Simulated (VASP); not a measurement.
# Ge (P6/mmm) in VASP: further runs

Runs on Ge. Level: r2SCAN. Tasks: single point.

All numbers are computed with VASP 6.6.1; they aren't measurements. Logs are shortened: lines on timing, memory, paths and dates and some standing lists are left out, and cuts for length are marked.

**1. The cell of the first run**

It takes space group P6/mmm (No. 191, hexagonal). Conventional cell: a = 4.878 Å, b = 4.878 Å, c = 2.736 Å, α = 90.00°, β = 90.00°, γ = 120.00°. Within 3.6 Å of Ge (site symmetry 6/mmm) lie 14 Ge at 2.74 to 3.13 Å. Ge (site symmetry -6m2) has 11 Ge at 2.74 to 3.13 Å within 3.6 Å.

This isn't the form of Ge at room conditions, which is diamond.

**2. Single point, r2SCAN**

Contents of POSCAR:

```
Ge
1.0
    4.8778729210      0.0000000000      0.0000000000
   -2.4389364605      4.2243618660      0.0000000000
    0.0000000000      0.0000000000      2.7364414586
Ge
3
Direct
    1.0000000000      0.0000000000      0.0000000000
    0.3333333333      0.6666666667      0.5000000000
    0.6666666667      0.3333333333      0.5000000000
```

Contents of INCAR.step1:

```
SYSTEM = Ge
PREC = Accurate
ENCUT = 520
ISMEAR = -1
SIGMA = 0.1
LREAL = .FALSE.
LASPH = .TRUE.
NELM = 100
NBANDS = 28
GGA = PE
ALGO = Normal
EDIFF = 1E-4
LWAVE = .TRUE.
LCHARG = .FALSE.
```

Contents of INCAR.step2:

```
SYSTEM = Ge
PREC = Accurate
ENCUT = 520
EDIFF = 1E-6
ISMEAR = -1
SIGMA = 0.1
LREAL = .FALSE.
LASPH = .TRUE.
NELM = 100
ALGO = Normal
ISIF = 2
LWAVE = .FALSE.
LCHARG = .FALSE.
METAGGA = R2SCAN
LMIXTAU = .TRUE.
NBANDS = 28
ISTART = 1
```

Contents of KPOINTS:

```
regular mesh
0
G
  8 8 11
  0 0 0
```

Potentials or basis: VASP PAW PBE potentials, release 64 (Ge_d).

Run with:

```bash
cat potpaw_PBE.64/Ge_d/POTCAR > POTCAR
cp INCAR.step1 INCAR
mpirun -np 1 vasp_std > vasp.out
cp INCAR.step2 INCAR
mpirun -np 1 vasp_std > vasp.out
```

OUTCAR:

```text
SYSTEM = Ge
   PREC = Accurate
   ENCUT = 520
   EDIFF = 1E-6
   ISMEAR = -1
   LREAL = .FALSE.
   LASPH = .TRUE.
   NELM = 100
   ISIF = 2
   METAGGA = R2SCAN
   ISTART = 1

 ion  position               nearest neighbor table
   1  0.000  0.000  0.000-
   2  0.333  0.667  0.500-   3 2.82   3 2.82   3 2.82
   3  0.667  0.333  0.500-   2 2.82   2 2.82   2 2.82

  LATTYP: Found a hexagonal cell.
 ALAT       =     4.8778729210
 C/A-ratio  =     0.5609907234

  Lattice vectors:

 A1 = (   4.8778729210,   0.0000000000,   0.0000000000)
 A2 = (  -2.4389364605,   4.2243618660,   0.0000000000)
 A3 = (   0.0000000000,   0.0000000000,   2.7364414586)

Analysis of symmetry for initial positions (statically):
=====================================================================
 Subroutine PRICEL returns:
 Original cell was already a primitive cell.

 Routine SETGRP: Setting up the symmetry group for a
 hexagonal supercell.

 Subroutine GETGRP returns: Found 24 space group operations
 (whereof 24 operations were pure point group operations)
 out of a pool of 24 trial point group operations.

The static configuration has the point symmetry D_6h.

Analysis of symmetry for dynamics (positions and initial velocities):
=====================================================================
 Subroutine PRICEL returns:
 Original cell was already a primitive cell.

 Routine SETGRP: Setting up the symmetry group for a
 hexagonal supercell.

 Subroutine GETGRP returns: Found 24 space group operations
 (whereof 24 operations were pure point group operations)
 out of a pool of 24 trial point group operations.

The dynamic configuration has the point symmetry D_6h.

 Subroutine INISYM returns: Found 24 space group operations
 (whereof 24 operations are pure point group operations),
 and found     1 'primitive' translations

----------------------------------------------------------------------------------------

                                     Primitive cell

  volume of cell :      56.3868

  direct lattice vectors                    reciprocal lattice vectors
     4.877872921  0.000000000  0.000000000     0.205007391  0.118361072  0.000000000
    -2.438936460  4.224361866  0.000000000     0.000000000  0.236722144  0.000000000
     0.000000000  0.000000000  2.736441459     0.000000000  0.000000000  0.365438112

  length of vectors
     4.877872921  4.877872921  2.736441459     0.236722144  0.236722144  0.365438112

  position of ions in fractional coordinates (direct lattice)
     0.000000000  0.000000000  0.000000000
     0.333333333  0.666666667  0.500000000
     0.666666667  0.333333333  0.500000000

  ion indices of the primitive-cell ions
   primitive index   ion index
                 1           1
                 2           2
                 3           3

----------------------------------------------------------------------------------------

 KPOINTS: regular mesh

Automatic generation of k-mesh.
 Grid dimensions read from file:
 generate k-points for:    8    8   11

 Generating k-lattice:

  Cartesian coordinates                     Fractional coordinates (reciprocal lattice)
     0.025625924  0.014795134  0.000000000     0.125000000  0.000000000  0.000000000
     0.000000000  0.029590268  0.000000000     0.000000000  0.125000000  0.000000000
     0.000000000  0.000000000  0.033221647     0.000000000  0.000000000  0.090909091

  Length of vectors
     0.029590268  0.029590268  0.033221647

  Shift w.r.t. Gamma in fractional coordinates (k-lattice)
     0.000000000  0.000000000  0.000000000

 Subroutine IBZKPT returns following result:
 ===========================================

 Found     60 irreducible k-points:

 Following reciprocal coordinates:
            Coordinates               Weight
  0.000000  0.000000  0.000000      1.000000
  0.125000  0.000000  0.000000      6.000000
  0.250000  0.000000  0.000000      6.000000
  0.375000 -0.000000  0.000000      6.000000
  0.500000  0.000000  0.000000      3.000000
  0.125000  0.125000  0.000000      6.000000
[... 16 lines left out ...]
  0.250000  0.000000  0.181818     12.000000
  0.375000 -0.000000  0.181818     12.000000
 [... further k-points ...]
   k-points           NKPTS =     60   k-points in BZ     NKDIM =     60   number of bands    NBANDS=     28
   number of dos      NEDOS =    301   number of ions     NIONS =      3
   total plane-waves  NPLWV =  25920
   dimension x,y,z NGX =    36 NGY =   36 NGZ =   20
   dimension x,y,z NGXF=    72 NGYF=   72 NGZF=   40
   ions per type =               3
   NGX,Y,Z   is equivalent  to a cutoff of  12.27, 12.27, 12.15 a.u.
   NGXF,Y,Z  is equivalent  to a cutoff of  24.54, 24.54, 24.30 a.u.
 SYSTEM =  Ge
   PREC   = accura    normal or accurate (medium, high low for compatibility)
   ISTART =      1    job   : 0-new  1-cont  2-samecut
   ICHARG =      0    charge: 1-file 2-atom 10-const
   ISPIN  =      1    spin polarized calculation?
   LNONCOLLINEAR =      F non collinear calculations
   LSORBIT =      F    spin-orbit coupling
   LASPH  =      T    aspherical Exc in radial PAW
   ENCUT  =  520.0 eV  38.22 Ry    6.18 a.u.   9.07  9.07  5.09*2*pi/ulx,y,z
   NELM   =    100;   NELMIN=  2; NELMDL=  0     # of ELM steps
   EDIFF  = 0.1E-05   stopping-criterion for ELM
   LREAL  =      F    real-space projection
   EDIFFG = 0.1E-04   stopping-criterion for IOM
   NSW    =      0    number of steps for IOM
   IBRION =     -1    ionic relax: 0-MD 1-quasi-New 2-CG
   NFREE  =      0    steps in history (QN), initial steepest desc. (CG)
   ISIF   =      2    stress and relaxation
   ISYM   =      2    0-nonsym 1-usesym 2-fastsym
   POTIM  = 0.5000    time-step for ionic-motion
   TEBEG  =    0.0;   TEEND  =   0.0 temperature during run
   PSTRESS=    0.0 pullay stress
   NELECT =      42.0000    total number of electrons
   NUPDOWN=      -1.0000    fix difference up-down
   EMIN   =  10.00;   EMAX   =-10.00  energy-range for DOS
   EFERMI =   0.00;   METHOD = LEGACY
   ISMEAR =    -1;   SIGMA  =   0.10  broadening in eV -4-tet -1-fermi 0-gaus
   EFERMI_NEDOS =   21; number of points for ismear=-14 and -15
   IALGO  =     38    algorithm
   IMIX   =      4    mixing-type and parameters
     AMIX     =   0.40;   BMIX     =  1.00
     AMIX_MAG =   1.60;   BMIX_MAG =  1.00
  volume/ion in A,a.u.               =      18.80       126.84
  Fermi-wavevector in a.u.,A,eV,Ry     =   1.483994  2.804341 29.963251  2.202237
  Thomas-Fermi vector in A             =   2.597586
   LORBIT       =      0    0 simple, 1 ext, 2 COOP (PROOUT), +10 PAW based schemes
   METAGGA = R2SCAN    functional components
   LHFCALC =     F    Hartree Fock is set to
   AEXX    =    0.0000 exact exchange contribution
   IVDW    =     0    specifies the selected vdW correction
   LEPSILON=     F    determine dielectric tensor
   LRPA    =     F    only Hartree local field effects (RPA)
 non-spin polarized calculation
  energy-cutoff  :      520.00
  volume of cell :       56.39
 maximum number of plane-waves:      1538
   NGX = 19   NGY = 19   NGZ = 11

 number of electron      41.9999995 magnetization

 Free energy of the ion-electron system (eV)
  ---------------------------------------------------
  ext. energy  EPLUGINS =         0.00000000
  ---------------------------------------------------
  free energy    TOTEN  =       -39.99067431 eV

  energy without entropy =      -39.95341397  energy(sigma->0) =      -39.97204414

 E-fermi :   6.6510     XC(G=0): -12.4521

 val. band max:        6.5854317224   @ k =   0.2500   0.1250   0.3636
 cond. band min:       6.6667854496   @ k =   0.1250   0.1250   0.1818
 fundamental gap:      0.0813537272
 Fermi energy:         6.6510416053

 k-point     1 :       0.0000    0.0000    0.0000
  band No.  band energies     occupation
      1     -19.0143      2.00000
      2     -18.9311      2.00000
      3     -18.9310      2.00000
      4     -18.8678      2.00000
      5     -18.8678      2.00000
      6     -18.7980      2.00000
[... 20 lines left out ...]
     27      17.8329      0.00000
     28      17.9800      0.00000

 k-point     2 :       0.1250    0.0000    0.0000
  band No.  band energies     occupation
      1     -19.0142      2.00000
      2     -18.9315      2.00000
      3     -18.9314      2.00000
      4     -18.8680      2.00000
      5     -18.8677      2.00000
      6     -18.7969      2.00000
[... 20 lines left out ...]
     27      17.5850      0.00000
     28      17.7565      0.00000

 k-point     3 :       0.2500    0.0000    0.0000
  band No.  band energies     occupation
      1     -19.0137      2.00000
      2     -18.9326      2.00000
      3     -18.9324      2.00000
      4     -18.8683      2.00000
      5     -18.8674      2.00000
      6     -18.7935      2.00000
[... 20 lines left out ...]
     27      17.2217      0.00000
     28      17.3874      0.00000

 k-point     4 :       0.3750   -0.0000    0.0000
  band No.  band energies     occupation
      1     -19.0133      2.00000
      2     -18.9343      2.00000
      3     -18.9333      2.00000
      4     -18.8686      2.00000
      5     -18.8670      2.00000
      6     -18.7884      2.00000
[... 578 lines left out ...]
     27      14.7168      0.00000
     28      18.4587      0.00000

 k-point    23 :       0.2500    0.0000    0.1818
  band No.  band energies     occupation
      1     -18.9542      2.00000
      2     -18.9307      2.00000
      3     -18.9304      2.00000
      4     -18.8926      2.00000
      5     -18.8923      2.00000
      6     -18.7374      2.00000
[... 20 lines left out ...]
     27      13.6568      0.00000
     28      17.6160      0.00000

 k-point    24 :       0.3750   -0.0000    0.1818
  band No.  band energies     occupation
      1     -18.9540      2.00000
      2     -18.9308      2.00000
      3     -18.9307      2.00000
      4     -18.8926      2.00000
      5     -18.8914      2.00000
      6     -18.7345      2.00000
[... 20 lines left out ...]
     27      12.5637      0.00000
     28      16.7840      0.00000

 [... further k-points ...]

------------------------ aborting loop because EDIFF is reached ----------------------------------------

  FORCE on cell =-STRESS in cart. coord.  units (eV):
  Direction    XX          YY          ZZ          XY          YZ          ZX
  --------------------------------------------------------------------------------------
  -------------------------------------------------------------------------------------
  Total       -0.0364567     -0.0364567     -0.0642148      0.0000000     -0.0000000     -0.0000000
  in kB       -1.0358821     -1.0358821     -1.8246023      0.0000000     -0.0000000     -0.0000000
  external PRESSURE =      -1.2987888 kB  Pullay stress =       0.0000000 kB

 VOLUME and BASIS-vectors are now :
 -----------------------------------------------------------------------------
  energy-cutoff  :      520.00
  volume of cell :       56.39
      direct lattice vectors                 reciprocal lattice vectors
     4.877872921  0.000000000  0.000000000     0.205007391  0.118361072  0.000000000
    -2.438936460  4.224361866  0.000000000     0.000000000  0.236722144  0.000000000
     0.000000000  0.000000000  2.736441459     0.000000000  0.000000000  0.365438112

 POSITION                                       TOTAL-FORCE (eV/Angst)
 -----------------------------------------------------------------------------------
      0.00000      0.00000      0.00000         0.000000     -0.000000     -0.000000
     -0.00000      2.81624      1.36822        -0.000000      0.000000      0.000000
      2.43894      1.40812      1.36822         0.000000      0.000000     -0.000000
 -----------------------------------------------------------------------------------
    total drift:                                0.000000      0.000000     -0.000000

  FREE ENERGIE OF THE ION-ELECTRON SYSTEM (eV)
  ---------------------------------------------------
  free  energy   TOTEN  =       -39.9906743091 eV

  energy  without entropy=      -39.9534139654  energy(sigma->0) =      -39.97204414
```

Run time: 2.7 min. Hardware: 1 thread of AMD EPYC 9R45 (Zen 5), shared host; peak memory 0.18 GiB.

Results:

```yaml
Free_energy: -39.9907 eV
Pressure: -0.1 GPa
Band_gap_on_the_k_mesh: zero (bands 21 and 22 overlap by 5.15 eV)
```

Caveat: the PAW data sets were made with another functional, which shifts forces and pressure a little.

**3. Single point, r2SCAN (16.54 Å³/atom)**

This run uses another cell than the first one, of 16.54 Å³/atom.

Contents of POSCAR:

```
Ge
1.0
    4.6743874348      0.0000000000      0.0000000000
   -2.3371937174      4.0481382657      0.0000000000
    0.0000000000      0.0000000000      2.6222879884
Ge
3
Direct
    1.0000000000      0.0000000000      0.0000000000
    0.3333333333      0.6666666667      0.5000000000
    0.6666666667      0.3333333333      0.5000000000
```

Contents of INCAR.step1:

```
  PREC = Accurate
  ENCUT = 520
  ISMEAR = -1
  SIGMA = 0.1
  LREAL = False
  LASPH = True
  NELM = 60
  NBANDS = 28
  GGA = PE
  ALGO = Normal
  EDIFF = 1E-4
  LWAVE = True
  LCHARG = False
```

Contents of INCAR.step2:

```
  PREC = Accurate
  ENCUT = 520
  EDIFF = 1E-7
  ISMEAR = -1
  SIGMA = 0.1
  LREAL = False
  LASPH = True
  NELM = 60
  ALGO = Normal
  ISIF = 2
  LWAVE = False
  LCHARG = False
  METAGGA = R2SCAN
  LMIXTAU = True
  NBANDS = 28
  ISTART = 1
```

Contents of KPOINTS:

```
regular mesh
0
Gamma
  9 9 13
```

Potentials or basis: VASP PAW PBE potentials, release 64 (Ge_d).

Run with:

```bash
cat potpaw_PBE.64/Ge_d/POTCAR > POTCAR
cp INCAR.step1 INCAR
mpirun -np 1 vasp_std > vasp.out
cp INCAR.step2 INCAR
mpirun -np 1 vasp_std > vasp.out
```

OUTCAR:

```text
PREC = Accurate
   ENCUT = 520
   EDIFF = 1E-7
   ISMEAR = -1
   LREAL = False
   LASPH = True
   NELM = 60
   ISIF = 2
   METAGGA = R2SCAN
   ISTART = 1

 ion  position               nearest neighbor table
   1  0.000  0.000  0.000-
   2  0.333  0.667  0.500-   3 2.70   3 2.70   3 2.70
   3  0.667  0.333  0.500-   2 2.70   2 2.70   2 2.70

  LATTYP: Found a hexagonal cell.
 ALAT       =     4.6743874348
 C/A-ratio  =     0.5609907234

  Lattice vectors:

 A1 = (   4.6743874348,   0.0000000000,   0.0000000000)
 A2 = (  -2.3371937174,   4.0481382657,   0.0000000000)
 A3 = (   0.0000000000,   0.0000000000,   2.6222879884)

Analysis of symmetry for initial positions (statically):
=====================================================================
 Subroutine PRICEL returns:
 Original cell was already a primitive cell.

 Routine SETGRP: Setting up the symmetry group for a
 hexagonal supercell.

 Subroutine GETGRP returns: Found 24 space group operations
 (whereof 24 operations were pure point group operations)
 out of a pool of 24 trial point group operations.

The static configuration has the point symmetry D_6h.

Analysis of symmetry for dynamics (positions and initial velocities):
=====================================================================
 Subroutine PRICEL returns:
 Original cell was already a primitive cell.

 Routine SETGRP: Setting up the symmetry group for a
 hexagonal supercell.

 Subroutine GETGRP returns: Found 24 space group operations
 (whereof 24 operations were pure point group operations)
 out of a pool of 24 trial point group operations.

[... 112 lines left out ...]
   PSTRESS=    0.0 pullay stress
   NELECT =      42.0000    total number of electrons
   NUPDOWN=      -1.0000    fix difference up-down
   EMIN   =  10.00;   EMAX   =-10.00  energy-range for DOS
   EFERMI =   0.00;   METHOD = LEGACY
   ISMEAR =    -1;   SIGMA  =   0.10  broadening in eV -4-tet -1-fermi 0-gaus
   EFERMI_NEDOS =   21; number of points for ismear=-14 and -15
   IALGO  =     38    algorithm
   IMIX   =      4    mixing-type and parameters
     AMIX     =   0.40;   BMIX     =  1.00
     AMIX_MAG =   1.60;   BMIX_MAG =  1.00
  volume/ion in A,a.u.               =      16.54       111.62
  Fermi-wavevector in a.u.,A,eV,Ry     =   1.548595  2.926420 32.628753  2.398146
  Thomas-Fermi vector in A             =   2.653523
   LORBIT       =      0    0 simple, 1 ext, 2 COOP (PROOUT), +10 PAW based schemes
   METAGGA = R2SCAN    functional components
   LHFCALC =     F    Hartree Fock is set to
   AEXX    =    0.0000 exact exchange contribution
   IVDW    =     0    specifies the selected vdW correction
   LEPSILON=     F    determine dielectric tensor
   LRPA    =     F    only Hartree local field effects (RPA)
 non-spin polarized calculation
  energy-cutoff  :      520.00
  volume of cell :       49.62
 maximum number of plane-waves:      1354
 NGX is ok and might be reduce to    36
   NGX = 17   NGY = 17   NGZ =  9

 number of electron      42.0000013 magnetization

 Free energy of the ion-electron system (eV)
  ---------------------------------------------------
  ext. energy  EPLUGINS =         0.00000000
  ---------------------------------------------------
  free energy    TOTEN  =       -39.74176076 eV

  energy without entropy =      -39.70193358  energy(sigma->0) =      -39.72184717

 E-fermi :   8.3076     XC(G=0): -13.2268

 val. band max:        8.3030180564   @ k =   0.1111  -0.0000   0.3846
 cond. band min:       8.3102625299   @ k =   0.1111   0.1111   0.3846
 fundamental gap:      0.0072444735
 Fermi energy:         8.3075652682

 k-point     1 :       0.0000    0.0000    0.0000
  band No.  band energies     occupation
      1     -17.6393      2.00000
      2     -17.5119      2.00000
      3     -17.5119      2.00000
      4     -17.4419      2.00000
      5     -17.4262      2.00000
      6     -17.4262      2.00000
[... 733 lines left out ...]
     27      16.3227      0.00000
     28      18.6478      0.00000

 [... further k-points ...]

------------------------ aborting loop because EDIFF is reached ----------------------------------------

  FORCE on cell =-STRESS in cart. coord.  units (eV):
  Direction    XX          YY          ZZ          XY          YZ          ZX
  --------------------------------------------------------------------------------------
  -------------------------------------------------------------------------------------
  Total        2.7764112      2.7764112      5.4111177      0.0000000      0.0000000     -0.0000000
  in kB       89.6466255     89.6466255    174.7177928      0.0000000      0.0000000     -0.0000000
  external PRESSURE =     118.0036812 kB  Pullay stress =       0.0000000 kB

 VOLUME and BASIS-vectors are now :
 -----------------------------------------------------------------------------
  energy-cutoff  :      520.00
  volume of cell :       49.62
      direct lattice vectors                 reciprocal lattice vectors
     4.674387435  0.000000000  0.000000000     0.213931775  0.123513568  0.000000000
    -2.337193717  4.048138266  0.000000000     0.000000000  0.247027136  0.000000000
     0.000000000  0.000000000  2.622287988     0.000000000  0.000000000  0.381346368

 POSITION                                       TOTAL-FORCE (eV/Angst)
 -----------------------------------------------------------------------------------
      0.00000      0.00000      0.00000         0.000000      0.000000     -0.000000
     -0.00000      2.69876      1.31114         0.000000      0.000000      0.000000
      2.33719      1.34938      1.31114        -0.000000     -0.000000     -0.000000
 -----------------------------------------------------------------------------------
    total drift:                                0.000000      0.000000     -0.000000

  FREE ENERGIE OF THE ION-ELECTRON SYSTEM (eV)
  ---------------------------------------------------
  free  energy   TOTEN  =       -39.7417607616 eV

  energy  without entropy=      -39.7019335783  energy(sigma->0) =      -39.72184717
```

Run time: 4.3 min. Hardware: 1 thread of AMD EPYC 9R45 (Zen 5), shared host; peak memory 0.19 GiB.

What came out:

* Free energy: -39.7418 eV
* Pressure: 11.8 GPa
* Band gap on the k mesh: zero (bands 21 and 22 overlap by 6.78 eV)

Caveat: the cell stands under pressure; the PAW data sets were made with another functional, which shifts forces and pressure a little.

(Continued in part 2 of 2.)
